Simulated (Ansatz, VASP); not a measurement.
## CdS in VASP and in Ansatz

```xyz
2
Lattice="0.0000 2.8829 2.8829 2.8829 0.0000 2.8829 2.8829 2.8829 0.0000" Properties=species:S:1:pos:R:3 pbc="T T T"
Cd    0.0000    0.0000    0.0000
S     4.3243    4.3243    4.3243
```

Change from the starting cell: volume scaled by 0.94.

Alike in both runs: task single point; functional PBE; k mesh 7 × 7 × 7; occupations fermi-dirac, width 0.02 eV; no spin polarisation.

```csv
,VASP,Ansatz
version,VASP 6.6.1,Ansatz 0.2.0
potentials or method,"VASP PAW PBE potentials, release 64 (Cd, S), cutoff 520 eV","all-electron LAPW, scalar-relativistic"
```

```csv
,VASP,Ansatz,Ansatz less VASP
gap on the k mesh at the Fermi level (eV),1.22,1.22,-0.006
pressure (GPa),5.8,5.4,-0.38
```

Ansatz ran all-electron here, and VASP with PAW potentials.
